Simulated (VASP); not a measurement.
A run of VASP 6.6.1 is set up as follows.

The input INCAR:

```
SYSTEM = MnS
ALGO = Normal
EDIFF = 1E-6
ENCUT = 520
GGA = PS
ISIF = 2
ISMEAR = 1
ISPIN = 2
LASPH = .TRUE.
LCHARG = .TRUE.
LDAU = .TRUE.
LDAUJ = 0.9 0
LDAUL = 2 -1
LDAUPRINT = 1
LDAUTYPE = 1
LDAUU = 2.9 0
LELF = .TRUE.
LMAXMIX = 4
LORBIT = 11
LREAL = .FALSE.
LVHAR = .TRUE.
LWAVE = .FALSE.
MAGMOM = 5.2 0
NBANDS = 20
NELM = 150
PREC = Accurate
SIGMA = 0.1
```

KPOINTS

```
k-points
0
G
  7 6 7
  0 0 0
```

POSCAR

```
MnS
1.0
    3.0045257002      0.0538199998     -0.0023161269
    0.0538199998      3.0545620272      0.0029650417
   -0.0023161269      0.0029650417      3.0289248988
Mn S
1 1
Direct
    0.4919700000      0.4549900000      0.4945000000
    0.9918500000      0.0275700000      0.0065200000
```

Potentials or basis: VASP PAW PBE potentials, release 64 (Mn_pv, S).

Run with:

```sh
$ cat potpaw_PBE.64/Mn_pv/POTCAR potpaw_PBE.64/S/POTCAR > POTCAR
$ mpirun -np 1 vasp_std > vasp.out
```

Estimate the site moments.

Mn +3.94; S -0.05 μB.

Predict the net moment.

4.04 μB per cell.

Predict the pressure.

10.3 GPa.

Eigenvalues of the final occupation matrices:
```csv
site,spin,trace,eigenvalues
site 1 d,1,4.48,0.88 0.90 0.90 0.90 0.90
site 1 d,2,0.59,0.08 0.08 0.11 0.14 0.17
```

Caveat: the cell stands under pressure; the PAW data sets were made with another functional, which shifts forces and pressure a little; a cell with one magnetic atom can't hold antiferromagnetic order, which such compounds often take. The state reached can hang on the start; a lower one may exist.
